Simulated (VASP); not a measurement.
Wanted: the native input for a VASP 6.6.1 run.

```yaml
Task: single point
Functional: PBEsol
Potentials_or_basis: VASP PAW PBE potentials, release 64 (K_sv, Sn_d, Zn, F)
Cutoff: 520 eV
k_mesh: 2 × 2 × 2, shifted
Occupations: fermi-dirac, width 0.05 eV
Spin: no spin polarisation
Dipole_correction: no
Further_INCAR_settings: ALGO = Normal; EDIFF = 1e-06; NBANDS = 54
```

The structure of K2ZnSnF6 (a cell with a defect) lies in POSCAR:

```
K2ZnSnF6
1.0
    8.1045260000      0.0000000000      0.0000000000
    0.0000000000      4.0522630000      0.0000000000
    0.0000000000      0.0000000000      4.0522630000
K Sn Zn F
2 1 1 6
Direct
    0.0017920000      0.0070160000      0.9833300000
    0.4982000000      0.0121200000      0.0135100000
    0.2560280000      0.5221670000      0.4937540000
    0.7502690000      0.5017070000      0.5164280000
    0.2469970000      0.4934500000      0.0192610000
    0.7535510000      0.5049460000      0.0078650000
    0.9961430000      0.5126730000      0.5030500000
    0.4961360000      0.4805150000      0.5138690000
    0.2537060000      0.0199760000      0.4886860000
    0.7539770000      0.0116680000      0.4918630000
```

One way to write it, as run:

INCAR

```
PREC = Accurate
ENCUT = 520
EDIFF = 1E-6
ISMEAR = -1
SIGMA = 0.05
LREAL = F
LASPH = T
NELM = 80
ALGO = Normal
ISIF = 2
LWAVE = F
LCHARG = F
GGA = PS
NBANDS = 54
```

KPOINTS

```
Automatic mesh
0
Gamma
  2 2 2
  0.5 0.5 0.5
```

Potentials or basis: VASP PAW PBE potentials, release 64 (K_sv, Sn_d, Zn, F).

Command:

```sh
$ cat potpaw_PBE.64/K_sv/POTCAR potpaw_PBE.64/Sn_d/POTCAR potpaw_PBE.64/Zn/POTCAR potpaw_PBE.64/F/POTCAR > POTCAR
$ mpirun -np 1 vasp_std > vasp.out
```

It gave:

```json
{
 "Pressure": "24.4 GPa",
 "Largest force": "4.677 eV/Å",
 "Band gap on the k mesh": "2.55 eV"
}
```

Caveat: the k points lie up to 0.78 Å⁻¹ apart; the PAW data sets were made with another functional, which shifts forces and pressure a little; spin-orbit coupling is left out, which moves the levels of the heavy elements.

Wall time 67 s on 1 thread of Intel Xeon 8259CL, with other jobs on the host, peak memory 0.24 GiB.
